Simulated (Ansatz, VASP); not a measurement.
**In3Se in VASP and in Ansatz**

```
In Se
1.0
     4.94076    0.00000    0.00000
     0.00000    4.94076    0.00000
     0.00000    0.00000    4.94076
In Se
3 1
Direct
  0.00000 0.50000 0.50000
  0.50000 0.00000 0.50000
  0.50000 0.50000 0.00000
  0.00000 0.00000 0.00000
```

Alike in both runs: task single point; functional PBE; k mesh 10 × 10 × 10; occupations gaussian, width 0.1 eV; no spin polarisation.

```csv
,VASP,Ansatz
version,VASP 6.6.1,Ansatz 0.2.0
potentials or method,"VASP PAW PBE potentials, release 64 (In_d, Se), cutoff 520 eV","scalar-relativistic, plane waves, PAW"
valence electrons in the cell,45,55
```

Ansatz gave:

```
gap on the k mesh at the Fermi level (eV) : none
pressure (GPa)                            : -2.5
```

Task: Estimate VASP's values.

Result: gap on the k mesh at the Fermi level (eV): none; pressure (GPa): -2.6.

A gap of «none» marks a metal or a gap that the smearing closes. The functional is the same, so the differences come from potentials, cutoffs and numerics. VASP's potentials hold 45 valence electrons a cell and Ansatz's 55, so a difference there can come from the potentials and not from the codes.
